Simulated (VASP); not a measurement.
# Ti in VASP: notebook, part 2 of 2

VASP 6.6.1. Earlier steps stand in the parts before.

## (3) Single point, r2SCAN (strain -0.080 along x and y, -0.040 along z)

Input file POSCAR:

```
Ti
1.0
    0.0000000000      1.8676000000      1.9488000000
    1.8676000000      0.0000000000      1.9488000000
    1.8676000000      1.8676000000      0.0000000000
Ti
1
Direct
    0.0000000000      0.0000000000      0.0000000000
```

Input file INCAR.step1:

```
ALGO = Normal
EDIFF = 1E-4
ENCUT = 520
GGA = PE
ISMEAR = 0
LASPH = True
LCHARG = False
LREAL = False
LWAVE = True
NBANDS = 12
NELM = 80
PREC = Accurate
SIGMA = 0.15
```

Input file INCAR.step2:

```
ALGO = Normal
EDIFF = 1E-6
ENCUT = 520
ISIF = 2
ISMEAR = 0
ISTART = 1
LASPH = True
LCHARG = True
LELF = True
LMIXTAU = True
LREAL = False
LVHAR = True
LWAVE = False
METAGGA = R2SCAN
NBANDS = 12
NELM = 80
PREC = Accurate
SIGMA = 0.15
```

Input file KPOINTS:

```
k-points
0
Gamma
  20 20 20
```

Potentials or basis: VASP PAW PBE potentials, release 64 (Ti_sv).

On the command line:

```bash
$ cat potpaw_PBE.64/Ti_sv/POTCAR > POTCAR
$ cp INCAR.step1 INCAR
$ mpirun -np 1 vasp_std > vasp.out
$ cp INCAR.step2 INCAR
$ mpirun -np 1 vasp_std > vasp.out
```

It took 4.1 min on 1 thread of Intel Xeon Platinum 8375C at 2.90GHz (Ice Lake), shared host; peak memory 0.21 GiB.

The run converged. Its results:

| Quantity | Value |
| --- | --- |
| Free energy | -12.4728 eV |
| Pressure | 40.8 GPa |
| Band gap on the k mesh | zero (band 6 reaches 12.13 eV, above the bottom of band 7 at 10.46 eV) |

Stress tensor (GPa, compression positive):
```
41.07  0.00  0.00
 0.00 41.07  0.00
 0.00  0.00 40.13
```

Levels at points of the mesh, in eV from the Fermi level:
```csv
k point,band 2,band 3,band 4,band 5,band 6,band 7,band 8,band 9,band 10,band 11
"(0.00, 0.00, 0.00)",-33.06,-33.05,-33.05,-6.87,0.83,1.28,1.28,3.26,3.82,17.15
"(0.50, 0.00, 0.00)",-34.56,-33.28,-33.19,-3.34,0.71,1.20,1.37,4.93,5.14,11.63
"(0.50, 0.50, 0.00)",-34.44,-33.50,-33.50,-3.68,-2.52,3.67,5.10,5.39,5.39,13.74
"(0.50, 0.00, 0.50)",-34.44,-33.65,-33.54,-3.75,-2.68,4.69,5.05,5.22,5.59,14.42
```

Caveat: the cell differs from its parent crystal (strain -0.080 along x and y, -0.040 along z); the PAW data sets were made with another functional, which shifts forces and pressure a little.

## (4) Single point, r2SCAN (strain -0.080 along x and y, +0.000 along z)

Input file POSCAR:

```
Ti
1.0
    0.0000000000      1.8676000000      2.0300000000
    1.8676000000      0.0000000000      2.0300000000
    1.8676000000      1.8676000000      0.0000000000
Ti
1
Direct
    0.0000000000      0.0000000000      0.0000000000
```

Input file INCAR.step1:

```
PREC     = Accurate       # precision mode
ENCUT    = 520            # plane-wave cutoff, eV
ISMEAR   = 0              # smearing method
SIGMA    = 0.15           # smearing width, eV
LREAL    = False          # projectors in reciprocal space
LASPH    = True           # aspherical terms in the spheres
NELM     = 60             # most SCF steps
NBANDS   = 12             # bands
GGA      = PE             # functional
ALGO     = Normal         # electronic algorithm
EDIFF    = 1E-4           # SCF threshold, eV
LWAVE    = True           # write WAVECAR
LCHARG   = False          # write CHGCAR
```

Input file INCAR.step2:

```
PREC     = Accurate       # precision mode
ENCUT    = 520            # plane-wave cutoff, eV
EDIFF    = 1E-6           # SCF threshold, eV
ISMEAR   = 0              # smearing method
SIGMA    = 0.15           # smearing width, eV
LREAL    = False          # projectors in reciprocal space
LASPH    = True           # aspherical terms in the spheres
NELM     = 60             # most SCF steps
ALGO     = Normal         # electronic algorithm
ISIF     = 2              # what is computed and relaxed
LWAVE    = False          # write WAVECAR
LCHARG   = True           # write CHGCAR
METAGGA  = R2SCAN         # meta-GGA
LMIXTAU  = True         
LELF     = True           # ELF
LVHAR    = True         
NBANDS   = 12             # bands
ISTART   = 1
```

Input file KPOINTS:

```
Automatic mesh
0
Gamma
  20 20 20
```

On the command line:

```bash
$ cat potpaw_PBE.64/Ti_sv/POTCAR > POTCAR
$ cp INCAR.step1 INCAR
$ mpirun -np 1 vasp_std > vasp.out
$ cp INCAR.step2 INCAR
$ mpirun -np 1 vasp_std > vasp.out
```

It took 3.2 min on 1 thread of Intel Xeon Platinum 8375C at 2.90GHz (Ice Lake), shared host; peak memory 0.22 GiB.

Results (log left out):

* Free energy: -12.5986 eV
* Pressure: 31.9 GPa
* Band gap on the k mesh: zero (band 6 reaches 11.51 eV, above the bottom of band 7 at 9.81 eV)

Stress tensor (GPa, compression positive):
```
32.37  0.00  0.00
 0.00 32.37  0.00
 0.00  0.00 30.97
```

Levels at points of the mesh, in eV from the Fermi level:
```tsv
k point	band 4	band 5	band 6	band 7	band 8	band 9
(0.00, 0.00, 0.00)	-33.17	-6.81	0.59	1.45	1.45	2.86
(0.50, 0.00, 0.00)	-33.26	-3.21	0.55	1.21	1.45	4.65
(0.50, 0.50, 0.00)	-33.52	-3.43	-2.24	2.81	4.94	5.15
(0.50, 0.00, 0.50)	-33.57	-3.54	-2.50	4.72	4.80	4.80
```

Caveat: the cell differs from its parent crystal (strain -0.080 along x and y, +0.000 along z); the PAW data sets were made with another functional, which shifts forces and pressure a little.

## (5) Single point, r2SCAN (strain -0.040 along x and y, -0.080 along z)

Input file POSCAR:

```
Ti
1.0
    0.0000000000      1.9488000000      1.8676000000
    1.9488000000      0.0000000000      1.8676000000
    1.9488000000      1.9488000000      0.0000000000
Ti
1
Direct
    0.0000000000      0.0000000000      0.0000000000
```

Input file INCAR.step1:

```
SYSTEM = Ti
PREC = Accurate
ENCUT = 520
ISMEAR = 0
SIGMA = 0.15
LREAL = .False.
LASPH = .True.
NELM = 100
NBANDS = 12
GGA = PE
ALGO = Normal
EDIFF = 1E-4
LWAVE = .True.
LCHARG = .False.
```

Input file INCAR.step2:

```
SYSTEM = Ti
PREC = Accurate
ENCUT = 520
EDIFF = 1E-7
ISMEAR = 0
SIGMA = 0.15
LREAL = .False.
LASPH = .True.
NELM = 100
ALGO = Normal
ISIF = 2
LWAVE = .False.
LCHARG = .False.
METAGGA = R2SCAN
LMIXTAU = .True.
NBANDS = 12
ISTART = 1
```

Input file KPOINTS:

```
regular mesh
0
Gamma
  20 20 20
  0 0 0
```

On the command line:

```bash
$ cat potpaw_PBE.64/Ti_sv/POTCAR > POTCAR
$ cp INCAR.step1 INCAR
$ mpirun -np 1 vasp_std > vasp.out
$ cp INCAR.step2 INCAR
$ mpirun -np 1 vasp_std > vasp.out
```

Wall time 4.9 min (1 thread of Intel Xeon Platinum 8375C at 2.90GHz (Ice Lake), shared host); peak memory 0.21 GiB.

The run converged. Its results:

| Item | Value |
| --- | --- |
| Free energy | -12.6065 eV |
| Pressure | 31.6 GPa |
| Band gap on the k mesh | zero (band 6 reaches 11.65 eV, above the bottom of band 7 at 9.99 eV) |

Stress tensor (GPa, compression positive):
```
31.25  0.00  0.00
 0.00 31.25  0.00
 0.00  0.00 32.43
```

Levels at points of the mesh, in eV from the Fermi level:
```tsv
k point	band 4	band 5	band 6	band 7	band 8	band 9
(0.00, 0.00, 0.00)	-33.20	-6.83	0.99	0.99	1.38	3.17
(0.50, 0.00, 0.00)	-33.32	-3.22	0.72	1.16	1.22	4.70
(0.50, 0.50, 0.00)	-33.70	-3.54	-2.58	4.70	4.85	5.16
(0.50, 0.00, 0.50)	-33.57	-3.50	-2.39	3.68	4.85	4.99
```

Caveat: the cell differs from its parent crystal (strain -0.040 along x and y, -0.080 along z); the PAW data sets were made with another functional, which shifts forces and pressure a little.

## (6) Single point, r2SCAN (strain -0.040 along x and y, +0.000 along z)

Input file POSCAR:

```
Ti
1.0
    0.0000000000      1.9488000000      2.0300000000
    1.9488000000      0.0000000000      2.0300000000
    1.9488000000      1.9488000000      0.0000000000
Ti
1
Direct
    0.0000000000      0.0000000000      0.0000000000
```

Input file INCAR.step1:

```
SYSTEM = Ti
PREC = Accurate
ENCUT = 520
ISMEAR = 0
SIGMA = 0.15
LREAL = .FALSE.
LASPH = .TRUE.
NELM = 60
NBANDS = 12
GGA = PE
ALGO = Normal
EDIFF = 1E-4
LWAVE = .TRUE.
LCHARG = .FALSE.
```

Input file INCAR.step2:

```
SYSTEM = Ti
PREC = Accurate
ENCUT = 520
EDIFF = 1E-7
ISMEAR = 0
SIGMA = 0.15
LREAL = .FALSE.
LASPH = .TRUE.
NELM = 60
ALGO = Normal
ISIF = 2
LWAVE = .FALSE.
LCHARG = .FALSE.
METAGGA = R2SCAN
LMIXTAU = .TRUE.
NBANDS = 12
ISTART = 1
```

Input file KPOINTS:

```
Automatic mesh
0
G
  20 20 20
  0 0 0
```

Potentials or basis: VASP PAW PBE potentials, release 64 (Ti_sv).

On the command line:

```bash
$ cat potpaw_PBE.64/Ti_sv/POTCAR > POTCAR
$ cp INCAR.step1 INCAR
$ mpirun -np 1 vasp_std > vasp.out
$ cp INCAR.step2 INCAR
$ mpirun -np 1 vasp_std > vasp.out
```

Run time: 4 min. Hardware: 1 thread of Intel Xeon Platinum 8375C at 2.90GHz (Ice Lake), shared host; peak memory 0.23 GiB.

The run converged. Its results:

- Free energy: -12.7901 eV
- Pressure: 16.5 GPa
- Band gap on the k mesh: zero (band 6 reaches 10.53 eV, above the bottom of band 7 at 8.96 eV)

Stress tensor (GPa, compression positive):
```
16.92  0.00  0.00
 0.00 16.92  0.00
 0.00  0.00 15.74
```

Levels at points of the mesh, in eV from the Fermi level:
| k point | band 3 | band 4 | band 5 | band 6 | band 7 | band 8 | band 9 | band 10 |
| --- | --- | --- | --- | --- | --- | --- | --- | --- |
| (0.00, 0.00, 0.00) | -33.47 | -33.47 | -6.71 | 0.84 | 1.21 | 1.21 | 2.93 | 3.38 |
| (0.50, 0.00, 0.00) | -33.62 | -33.57 | -3.00 | 0.76 | 0.82 | 1.17 | 4.31 | 4.48 |
| (0.50, 0.50, 0.00) | -33.78 | -33.78 | -3.11 | -2.05 | 2.87 | 4.47 | 4.68 | 4.68 |
| (0.50, 0.00, 0.50) | -33.88 | -33.80 | -3.14 | -2.18 | 3.76 | 4.43 | 4.54 | 4.84 |

Caveat: the cell differs from its parent crystal (strain -0.040 along x and y, +0.000 along z); the PAW data sets were made with another functional, which shifts forces and pressure a little.

## (7) Single point, r2SCAN (strain +0.000 along x and y, +0.040 along z)

Input file POSCAR:

```
Ti
1.0
    0.0000000000      2.0300000000      2.1112000000
    2.0300000000      0.0000000000      2.1112000000
    2.0300000000      2.0300000000      0.0000000000
Ti
1
Direct
    0.0000000000      0.0000000000      0.0000000000
```

Input file INCAR.step1:

```
PREC = Accurate
ENCUT = 520
ISMEAR = 0
SIGMA = 0.15
LREAL = False
LASPH = True
NELM = 60
NBANDS = 12
GGA = PE
ALGO = Normal
EDIFF = 1E-4
LWAVE = True
LCHARG = False
```

Input file INCAR.step2:

```
PREC = Accurate
ENCUT = 520
EDIFF = 1E-7
ISMEAR = 0
SIGMA = 0.15
LREAL = False
LASPH = True
NELM = 60
ALGO = Normal
ISIF = 2
LWAVE = False
LCHARG = True
METAGGA = R2SCAN
LMIXTAU = True
LELF = True
LVHAR = True
NBANDS = 12
ISTART = 1
```

Input file KPOINTS:

```
Automatic mesh
0
Gamma
  20 20 20
```

On the command line:

```bash
$ cat potpaw_PBE.64/Ti_sv/POTCAR > POTCAR
$ cp INCAR.step1 INCAR
$ mpirun -np 1 vasp_std > vasp.out
$ cp INCAR.step2 INCAR
$ mpirun -np 1 vasp_std > vasp.out
```

It took 4.7 min on 1 thread of Intel Xeon Platinum 8375C at 2.90GHz (Ice Lake), shared host; peak memory 0.25 GiB.

It converged, with:

- Free energy: -12.8867 eV
- Pressure: 0.2 GPa
- Band gap on the k mesh: zero (band 6 reaches 9.11 eV, above the bottom of band 7 at 7.66 eV)

Stress tensor (GPa, compression positive):
```
 0.59  0.00  0.00
 0.00  0.59  0.00
 0.00  0.00 -0.72
```

Levels at points of the mesh, in eV from the Fermi level:
```csv
k point,band 3,band 4,band 5,band 6,band 7,band 8,band 9,band 10
"(0.00, 0.00, 0.00)",-33.85,-33.85,-6.46,0.80,1.11,1.11,2.61,2.97
"(0.50, 0.00, 0.00)",-33.96,-33.92,-2.70,0.45,0.76,1.11,3.75,3.90
"(0.50, 0.50, 0.00)",-34.06,-34.06,-2.65,-1.69,2.29,3.90,4.05,4.05
"(0.50, 0.00, 0.50)",-34.14,-34.08,-2.64,-1.79,3.07,3.87,3.94,4.18
```

Caveat: the cell differs from its parent crystal (strain +0.000 along x and y, +0.040 along z); the PAW data sets were made with another functional, which shifts forces and pressure a little.

## (8) The runs side by side

| cell | gap on the mesh (eV) | pressure (GPa) |
| --- | --- | --- |
| a = 2.986 Å, angles 60.0°, 1 atom | none | -7.5 |
| a = 2.699, b = 2.699, c = 2.641 Å, angles 60.7, 60.7, 58.6°, 1 atom | none | 40.8 |
| a = 2.758, b = 2.758, c = 2.641 Å, angles 61.4, 61.4, 57.2°, 1 atom | none | 31.9 |
| a = 2.699, b = 2.699, c = 2.756 Å, angles 59.3, 59.3, 61.4°, 1 atom | none | 31.6 |
| a = 2.814, b = 2.814, c = 2.756 Å, angles 60.7, 60.7, 58.6°, 1 atom | none | 16.5 |
| a = 2.929, b = 2.929, c = 2.871 Å, angles 60.7, 60.7, 58.7°, 1 atom | none | 0.2 |

Alike in all rows: task single point; level r2SCAN; potentials or basis VASP PAW PBE potentials, release 64 (Ti_sv); no spin polarisation; k mesh 20 × 20 × 20; cutoff (eV) 520; smearing gaussian 0.15 eV.

Caveats: the PAW data sets were made with another functional, which shifts forces and pressure a little.

Total energies depend on the potentials used, so only differences within one code and one set of settings carry meaning.
